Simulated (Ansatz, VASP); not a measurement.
Ni: VASP beside Ansatz

```
Ni
1.0
     0.00000    1.73934    1.73934
     1.73934    0.00000    1.73934
     1.73934    1.73934    0.00000
Ni
1
Direct
  0.00000 0.00000 0.00000
```

Alike in both runs: task single point; functional r2SCAN; k mesh 20 × 20 × 20; occupations gaussian, width 0.1 eV; collinear spin.

|  | VASP | Ansatz |
| --- | --- | --- |
| version | VASP 6.6.1 | Ansatz 0.2.0 |
| potentials or method | VASP PAW PBE potentials, release 64 (Ni), cutoff 520 eV | scalar-relativistic, plane waves, PAW |
| valence electrons in the cell | 10 | 18 |

VASP gave:

* gap on the k mesh at the Fermi level (eV): none
* pressure (GPa): 0.2
* net moment per atom (μB): 0.72
* size of the moment on the site where the two differ most (μB): 0.74

Q: What did Ansatz give for the same quantities?

A: gap on the k mesh at the Fermi level (eV): none; pressure (GPa): 0.0; net moment per atom (μB): 0.75; size of the moment on the site where the two differ most (μB): 0.82.

VASP's potentials were made for PBE, not for r2SCAN. Site moments also hang on the region over which each program counts them. A gap of «none» marks a metal or a gap that the smearing closes. The functional is the same, so the differences come from potentials, cutoffs and numerics. VASP's potentials hold 10 valence electrons a cell and Ansatz's 18, so a difference there can come from the potentials and not from the codes. Ansatz's warnings: stability check not made.
